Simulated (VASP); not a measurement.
Write the native input for VASP 6.6.1 that does the following.

| Property | Result |
| --- | --- |
| Task | single point |
| Functional | PBE |
| Potentials or basis | VASP PAW PBE potentials, release 64 (Ta_pv, N) |
| Cutoff | 520 eV |
| k mesh | 18 × 18 × 10 |
| Occupations | gaussian, width 0.15 eV |
| Spin | no spin polarisation |
| Dipole correction | no |
| Further INCAR settings | ALGO = Normal; EDIFF = 1e-07; NBANDS = 20 |

The structure of Ta2N lies in POSCAR:

```
Ta2N
1.0
    3.1786685610      0.0000000000      0.0000000000
   -1.5893342805      2.7528077240      0.0000000000
    0.0000000000      0.0000000000      4.8818900388
Ta N
2 1
Direct
    0.6666666667      0.3333333333      0.7449050326
    0.3333333333      0.6666666667      0.2550949674
    0.0000000000      0.0000000000      0.0000000000
```

This cell differs from its parent crystal: strain +0.025 along x and y, +0.000 along z.

One way to write it, as run:

INCAR

```
SYSTEM = Ta2N
PREC     = Accurate       ! precision mode
ENCUT    = 520            ! plane-wave cutoff, eV
EDIFF    = 1E-7           ! SCF threshold, eV
ISMEAR   = 0              ! smearing method
SIGMA    = 0.15           ! smearing width, eV
LREAL    = .False.        ! projectors in reciprocal space
LASPH    = .True.         ! aspherical terms in the spheres
NELM     = 80             ! most SCF steps
ALGO     = Normal         ! electronic algorithm
ISIF     = 2              ! what is computed and relaxed
LWAVE    = .False.        ! write WAVECAR
LCHARG   = .True.         ! write CHGCAR
GGA      = PE             ! functional
LELF     = .True.         ! ELF
LVHAR    = .True.       
NBANDS   = 20             ! bands
```

KPOINTS

```
regular mesh
0
Gamma
  18 18 10
  0 0 0
```

Potentials or basis: VASP PAW PBE potentials, release 64 (Ta_pv, N).

The run is started by

```sh
$ cat potpaw_PBE.64/Ta_pv/POTCAR potpaw_PBE.64/N/POTCAR > POTCAR
$ mpirun -np 1 vasp_std > vasp.out
```

Results of the run:

```json
{
  "Pressure": "-12.0 GPa",
  "Largest force": "0.379 eV/Å",
  "Band gap on the k mesh": "zero (an odd number of electrons rules out a gap without spin polarisation)"
}
```

Caveat: the cell differs from its parent crystal (strain +0.025 along x and y, +0.000 along z); the cell stands under tension; spin-orbit coupling is left out, which moves the levels of the heavy elements.

It took 82 s on 1 thread of Intel(R) Xeon(R) 6975P-C (Granite Rapids), on a shared host, peak memory 0.35 GiB.
